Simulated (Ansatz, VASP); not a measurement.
# SiC: VASP beside Ansatz

```xyz
2
Lattice="0.0000 2.1740 2.1740 2.1740 0.0000 2.1740 2.1740 2.1740 0.0000" Properties=species:S:1:pos:R:3 pbc="T T T"
Si   -0.0148   -0.0148   -0.0148
C     3.2956    3.2956    3.2956
```

Change from the starting cell: mode 4 (793.9 1/cm) frozen in, largest displacement +0.060 Å.

Alike in both runs: task single point; functional PBE; k mesh 12 × 12 × 12; occupations gaussian, width 0.05 eV; no spin polarisation.

|  | VASP | Ansatz |
| --- | --- | --- |
| version | VASP 6.6.1 | Ansatz 0.2.0 |
| potentials or method | VASP PAW PBE potentials, release 64 (Si, C), cutoff 520 eV | scalar-relativistic, plane waves, PAW |
| valence electrons in the cell | 8 | 8 |

VASP gave:

```
gap on the k mesh at the Fermi level (eV)                     : 1.10
least direct gap on the mesh (eV)                             : 4.41
pressure (GPa)                                                : 5.8
traceless stress, the component that is largest in VASP (GPa) : 4.19
rms of the force components (eV/Å)                            : 1.148
```

Task: Estimate Ansatz's values.

Result: gap on the k mesh at the Fermi level (eV): 1.11; least direct gap on the mesh (eV): 4.42; pressure (GPa): 5.9; traceless stress, the component that is largest in VASP (GPa): 4.20; rms of the force components (eV/Å): 1.149.

Atom by atom the forces differ by 0.001 eV/Å (rms over components).
